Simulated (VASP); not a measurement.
# InAs (F-43m) in VASP: single point with HSE06

Aim: the single point of InAs with HSE06.

Everything below comes from runs of VASP 6.6.1. Logs are shortened: lines on timing, memory, paths and dates and some standing lists are left out, and cuts for length are marked.

### 1 The cell of the first run

Symmetry: F-43m, No. 216, cubic system. The conventional cell has a = 6.109 Å, b = 6.109 Å, c = 6.109 Å, α = 90.00°, β = 90.00°, γ = 90.00°. In (site symmetry -43m) has 4 As at 2.65 Å within 3.5 Å. Within 3.5 Å of As (site symmetry -43m) lie 4 In at 2.65 Å.

### 2 Single point, HSE06

POSCAR

```
InAs
1.0
    0.0000000000      3.0545904709      3.0545904709
    3.0545904709      0.0000000000      3.0545904709
    3.0545904709      3.0545904709      0.0000000000
In As
1 1
Direct
    0.0000000000      0.0000000000      0.0000000000
    0.2500000000      0.2500000000      0.2500000000
```

INCAR.step1

```
SYSTEM = InAs
  ALGO = Normal
  EDIFF = 1E-5
  ENCUT = 520
  GGA = PE
  ISIF = 2
  ISMEAR = -1
  LASPH = .True.
  LCHARG = .False.
  LREAL = .False.
  LWAVE = .True.
  NBANDS = 16
  NELM = 60
  PREC = Accurate
  SIGMA = 0.02
```

INCAR.step2

```
SYSTEM = InAs
  ALGO = Normal
  EDIFF = 1E-6
  ENCUT = 520
  GGA = PE
  HFSCREEN = 0.2079
  ISIF = 2
  ISMEAR = -1
  ISTART = 1
  LASPH = .True.
  LCHARG = .False.
  LHFCALC = .True.
  LREAL = .False.
  LWAVE = .False.
  NBANDS = 16
  NELM = 60
  PREC = Accurate
  PRECFOCK = Normal
  SIGMA = 0.02
```

KPOINTS

```
k-points
0
Gamma
  6 6 6
  0 0 0
```

Potentials or basis: VASP PAW PBE potentials, release 64 (In_d, As).

Command:

```bash
$ cat potpaw_PBE.64/In_d/POTCAR potpaw_PBE.64/As/POTCAR > POTCAR
$ cp INCAR.step1 INCAR
$ mpirun -np 1 vasp_std > vasp.out
$ cp INCAR.step2 INCAR
$ mpirun -np 1 vasp_std > vasp.out
```

OUTCAR:

```text
SYSTEM = InAs
   EDIFF = 1E-6
   ENCUT = 520
   GGA = PE
   HFSCREEN = 0.2079
   ISIF = 2
   ISMEAR = -1
   ISTART = 1
   LASPH = .True.
   LHFCALC = .True.
   LREAL = .False.
   NELM = 60
   PREC = Accurate
   PRECFOCK = Normal

 ion  position               nearest neighbor table
   1  0.000  0.000  0.000-   2 2.65   2 2.65   2 2.65   2 2.65
   2  0.250  0.250  0.250-   1 2.65   1 2.65   1 2.65   1 2.65

  LATTYP: Found a face centered cubic cell.
 ALAT       =     6.1091809418

  Lattice vectors:

 A1 = (   0.0000000000,   3.0545904709,   3.0545904709)
 A2 = (   3.0545904709,   0.0000000000,   3.0545904709)
 A3 = (   3.0545904709,   3.0545904709,   0.0000000000)

Analysis of symmetry for initial positions (statically):
=====================================================================
 Subroutine PRICEL returns:
 Original cell was already a primitive cell.

 Routine SETGRP: Setting up the symmetry group for a
 face centered cubic supercell.

 Subroutine GETGRP returns: Found 24 space group operations
 (whereof 24 operations were pure point group operations)
 out of a pool of 48 trial point group operations.

The static configuration has the point symmetry T_d .

Analysis of symmetry for dynamics (positions and initial velocities):
=====================================================================
 Subroutine PRICEL returns:
 Original cell was already a primitive cell.

 Routine SETGRP: Setting up the symmetry group for a
 face centered cubic supercell.

 Subroutine GETGRP returns: Found 24 space group operations
 (whereof 24 operations were pure point group operations)
 out of a pool of 48 trial point group operations.

The dynamic configuration has the point symmetry T_d .

 Subroutine INISYM returns: Found 24 space group operations
 (whereof 24 operations are pure point group operations),
 and found     1 'primitive' translations

----------------------------------------------------------------------------------------

                                     Primitive cell

  volume of cell :      57.0019

  direct lattice vectors                    reciprocal lattice vectors
     0.000000000  3.054590471  3.054590471    -0.163688064  0.163688064  0.163688064
     3.054590471  0.000000000  3.054590471     0.163688064 -0.163688064  0.163688064
     3.054590471  3.054590471  0.000000000     0.163688064  0.163688064 -0.163688064

  length of vectors
     4.319843271  4.319843271  4.319843271     0.283516043  0.283516043  0.283516043

  position of ions in fractional coordinates (direct lattice)
     0.000000000  0.000000000  0.000000000
     0.250000000  0.250000000  0.250000000

  ion indices of the primitive-cell ions
   primitive index   ion index
                 1           1
                 2           2

----------------------------------------------------------------------------------------

 KPOINTS: k-points

Automatic generation of k-mesh.
 Grid dimensions read from file:
 generate k-points for:    6    6    6

 Generating k-lattice:

  Cartesian coordinates                     Fractional coordinates (reciprocal lattice)
    -0.027281344  0.027281344  0.027281344     0.166666667  0.000000000  0.000000000
     0.027281344 -0.027281344  0.027281344     0.000000000  0.166666667  0.000000000
     0.027281344  0.027281344 -0.027281344     0.000000000  0.000000000  0.166666667

  Length of vectors
     0.047252674  0.047252674  0.047252674

  Shift w.r.t. Gamma in fractional coordinates (k-lattice)
     0.000000000  0.000000000  0.000000000

 Subroutine IBZKPT returns following result:
 ===========================================

 Found     16 irreducible k-points:

 Following reciprocal coordinates:
            Coordinates               Weight
  0.000000  0.000000  0.000000      1.000000
  0.166667  0.000000  0.000000      8.000000
  0.333333  0.000000  0.000000      8.000000
  0.500000  0.000000  0.000000      4.000000
  0.166667  0.166667  0.000000      6.000000
  0.333333  0.166667  0.000000     24.000000
[... 8 lines left out ...]
 -0.333333  0.333333  0.166667     24.000000
 -0.333333  0.500000  0.166667     12.000000
   k-points           NKPTS =     16   k-points in BZ     NKDIM =    216   number of bands    NBANDS=     16
   number of dos      NEDOS =    301   number of ions     NIONS =      2
   total plane-waves  NPLWV =  32768
   dimension x,y,z NGX =    32 NGY =   32 NGZ =   32
   dimension x,y,z NGXF=    64 NGYF=   64 NGZF=   64
   ions per type =               1   1
   NGX,Y,Z   is equivalent  to a cutoff of  12.31, 12.31, 12.31 a.u.
   NGXF,Y,Z  is equivalent  to a cutoff of  24.63, 24.63, 24.63 a.u.
 SYSTEM =  InAs
   PREC   = accura    normal or accurate (medium, high low for compatibility)
   ISTART =      1    job   : 0-new  1-cont  2-samecut
   ICHARG =      0    charge: 1-file 2-atom 10-const
   ISPIN  =      1    spin polarized calculation?
   LNONCOLLINEAR =      F non collinear calculations
   LSORBIT =      F    spin-orbit coupling
   LASPH  =      T    aspherical Exc in radial PAW
   ENCUT  =  520.0 eV  38.22 Ry    6.18 a.u.   8.03  8.03  8.03*2*pi/ulx,y,z
   NELM   =     60;   NELMIN=  2; NELMDL=  0     # of ELM steps
   EDIFF  = 0.1E-05   stopping-criterion for ELM
   LREAL  =      F    real-space projection
   EDIFFG = 0.1E-04   stopping-criterion for IOM
   NSW    =      0    number of steps for IOM
   IBRION =     -1    ionic relax: 0-MD 1-quasi-New 2-CG
   NFREE  =      0    steps in history (QN), initial steepest desc. (CG)
   ISIF   =      2    stress and relaxation
   ISYM   =      3    0-nonsym 1-usesym 2-fastsym
   POTIM  = 0.5000    time-step for ionic-motion
   TEBEG  =    0.0;   TEEND  =   0.0 temperature during run
   PSTRESS=    0.0 pullay stress
   NELECT =      18.0000    total number of electrons
   NUPDOWN=      -1.0000    fix difference up-down
   EMIN   =  10.00;   EMAX   =-10.00  energy-range for DOS
   EFERMI =   0.00;   METHOD = LEGACY
   ISMEAR =    -1;   SIGMA  =   0.02  broadening in eV -4-tet -1-fermi 0-gaus
   EFERMI_NEDOS =   21; number of points for ismear=-14 and -15
   IALGO  =     38    algorithm
   IMIX   =      1    mixing-type and parameters
     AMIX     =   0.40;   BMIX     =  1.00
     AMIX_MAG =   1.60;   BMIX_MAG =  1.00
  volume/ion in A,a.u.               =      28.50       192.33
  Fermi-wavevector in a.u.,A,eV,Ry     =   1.114815  2.106694 16.909480  1.242812
  Thomas-Fermi vector in A             =   2.251413
   LORBIT       =      0    0 simple, 1 ext, 2 COOP (PROOUT), +10 PAW based schemes
   GGA     = PE    functional components
   LHFCALC =     T    Hartree Fock is set to
   PRECFOCK=normal    Normal, Fast or Accurate (Low or Medium for compatibility)
   ENCUT4O =  -1.0   cutoff for four orbital integrals eV
   NKREDX  =     1    reduce k-point grid by
   NKREDY  =     1    reduce k-point grid by
   NKREDZ  =     1    reduce k-point grid by
   AEXX    =    0.2500 exact exchange contribution
   HFSCREEN=    0.2079 screening length (either q_TF or 0.3 A-1)
   HFSCREENC=   0.2079 screening length for correlation (either q_TF or 0.3 A-1)
   ENCUTFOCK=  -1.0 apply spherical cutoff to Coloumb kernel
   IVDW    =     0    specifies the selected vdW correction
   LEPSILON=     F    determine dielectric tensor
   LRPA    =     F    only Hartree local field effects (RPA)
 non-spin polarized calculation
  energy-cutoff  :      520.00
  volume of cell :       57.00
 maximum number of plane-waves:      1572
  NGX = 28; NGY = 28; NGZ = 28

 number of electron      17.9999996 magnetization

 Free energy of the ion-electron system (eV)
  ---------------------------------------------------
  ext. energy  EPLUGINS =         0.00000000
  ---------------------------------------------------
  free energy    TOTEN  =        -9.21635603 eV

  energy without entropy =       -9.21635515  energy(sigma->0) =       -9.21635559

 E-fermi :   3.9869     XC(G=0):  -7.4764

 val. band max:        3.7981489285   @ k =   0.0000   0.0000   0.0000
 cond. band min:       4.1536390667   @ k =   0.0000   0.0000   0.0000
 fundamental gap:      0.3554901382
 Fermi energy:         3.9868812328

 k-point     1 :       0.0000    0.0000    0.0000
  band No.  band energies     occupation
      1     -12.2826      2.00000
      2     -12.2826      2.00000
      3     -12.2826      2.00000
      4     -12.1617      2.00000
      5     -12.1617      2.00000
      6      -9.0296      2.00000
[... 8 lines left out ...]
     15      14.3128      0.00000
     16      14.3128      0.00000

 k-point     2 :       0.1667    0.0000    0.0000
  band No.  band energies     occupation
      1     -12.3089      2.00000
      2     -12.2738      2.00000
      3     -12.2738      2.00000
      4     -12.1617      2.00000
      5     -12.1617      2.00000
      6      -8.7389      2.00000
[... 8 lines left out ...]
     15      13.2046      0.00000
     16      13.2249      0.00000

 k-point     3 :       0.3333    0.0000    0.0000
  band No.  band energies     occupation
      1     -12.3582      2.00000
      2     -12.2590      2.00000
      3     -12.2590      2.00000
      4     -12.1587      2.00000
      5     -12.1587      2.00000
      6      -8.0140      2.00000
[... 8 lines left out ...]
     15      13.7188      0.00000
     16      13.7188      0.00000

 k-point     4 :       0.5000    0.0000    0.0000
  band No.  band energies     occupation
      1     -12.3816      2.00000
      2     -12.2535      2.00000
      3     -12.2535      2.00000
      4     -12.1553      2.00000
      5     -12.1553      2.00000
      6      -7.5171      2.00000
[... 8 lines left out ...]
     15      15.4910      0.00000
     16      15.4910      0.00000
[... 172 lines left out ...]
 k-point    14 :       0.5000    0.3333    0.1667
  band No.  band energies     occupation
      1     -12.3953      2.00000
      2     -12.2420      2.00000
      3     -12.2314      2.00000
      4     -12.1748      2.00000
      5     -12.1520      2.00000
      6      -7.4612      2.00000
[... 8 lines left out ...]
     15      15.3101      0.00000
     16      16.7107      0.00000

 k-point    15 :      -0.3333    0.3333    0.1667
  band No.  band energies     occupation
      1     -12.4058      2.00000
      2     -12.2413      2.00000
      3     -12.2238      2.00000
      4     -12.1714      2.00000
      5     -12.1553      2.00000
      6      -7.0805      2.00000
[... 8 lines left out ...]
     15      15.5387      0.00000
     16      16.5211      0.00000

 k-point    16 :      -0.3333    0.5000    0.1667
  band No.  band energies     occupation
      1     -12.4208      2.00000
      2     -12.2295      2.00000
      3     -12.2137      2.00000
      4     -12.1813      2.00000
      5     -12.1501      2.00000
      6      -6.9139      2.00000
[... 8 lines left out ...]
     15      16.3754      0.00000
     16      16.5432      0.00000

------------------------ aborting loop because EDIFF is reached ----------------------------------------

  FORCE on cell =-STRESS in cart. coord.  units (eV):
  Direction    XX          YY          ZZ          XY          YZ          ZX
  --------------------------------------------------------------------------------------
  -------------------------------------------------------------------------------------
  Total       -0.0859838     -0.0859838     -0.0859838      0.0000000      0.0000000     -0.0000000
  in kB       -2.4167860     -2.4167860     -2.4167860      0.0000000      0.0000000     -0.0000000
  external PRESSURE =      -2.4167860 kB  Pullay stress =       0.0000000 kB

 VOLUME and BASIS-vectors are now :
 -----------------------------------------------------------------------------
  energy-cutoff  :      520.00
  volume of cell :       57.00
      direct lattice vectors                 reciprocal lattice vectors
     0.000000000  3.054590471  3.054590471    -0.163688064  0.163688064  0.163688064
     3.054590471  0.000000000  3.054590471     0.163688064 -0.163688064  0.163688064
     3.054590471  3.054590471  0.000000000     0.163688064  0.163688064 -0.163688064

 POSITION                                       TOTAL-FORCE (eV/Angst)
 -----------------------------------------------------------------------------------
      0.00000      0.00000      0.00000         0.000000      0.000000      0.000000
      1.52730      1.52730      1.52730        -0.000000     -0.000000     -0.000000
 -----------------------------------------------------------------------------------
    total drift:                                0.000024      0.000022      0.000011

  FREE ENERGIE OF THE ION-ELECTRON SYSTEM (eV)
  ---------------------------------------------------
  free  energy   TOTEN  =        -9.2163560271 eV

  energy  without entropy=       -9.2163551511  energy(sigma->0) =       -9.21635559
```

Wall time 1.7 h (1 thread of Oxide Virtual Turin-like, shared host); peak memory 0.28 GiB.

Results:

| Property | Result |
| --- | --- |
| Free energy | -9.2164 eV |
| Pressure | -0.2 GPa |
| Band gap on the k mesh | 0.36 eV |

Caveat: the PAW data sets were made with another functional, which shifts forces and pressure a little; spin-orbit coupling is left out, which moves the levels of the heavy elements.
